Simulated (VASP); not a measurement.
Here is a VASP 6.6.1 calculation.

File INCAR:

```
PREC     = Accurate       # precision mode
ENCUT    = 520            # plane-wave cutoff, eV
EDIFF    = 1E-7           # SCF threshold, eV
ISMEAR   = -1             # smearing method
SIGMA    = 0.15           # smearing width, eV
LREAL    = F              # projectors in reciprocal space
LASPH    = T              # aspherical terms in the spheres
NELM     = 150            # most SCF steps
ALGO     = Normal         # electronic algorithm
ISIF     = 2              # what is computed and relaxed
LWAVE    = F              # write WAVECAR
LCHARG   = T              # write CHGCAR
MAGMOM   = 0 0 0          # initial moments
LORBIT   = 11             # projections on sites
LSORBIT  = T              # spin-orbit coupling
GGA_COMPAT= F            
LORBMOM  = T            
LMAXMIX  = 4              # l up to which the mixer works
GGA      = PE             # functional
LVHAR    = T            
NBANDS   = 18             # bands
```

File KPOINTS:

```
regular mesh
0
Gamma
  4 4 4
```

File POSCAR:

```
Re
1.0
    0.0000000000      1.9574000000      1.9574000000
    1.9574000000      0.0000000000      1.9574000000
    1.9574000000      1.9574000000      0.0000000000
Re
1
Direct
    0.0000000000      0.0000000000      0.0000000000
```

Potentials or basis: VASP PAW PBE potentials, release 64 (Re).

Run with:

```bash
$ cat potpaw_PBE.64/Re/POTCAR > POTCAR
$ mpirun -np 1 vasp_ncl > vasp.out
```

Q: What does it give for the pressure?

A: 3.7 GPa.

Q: Predict the net moment.

A: 0.00 μB per cell.

Moments on the atoms (μB; x, y, z):
```
Re  0.00 0.00 0.00
```

Caveat: the k points lie up to 0.69 Å⁻¹ apart.
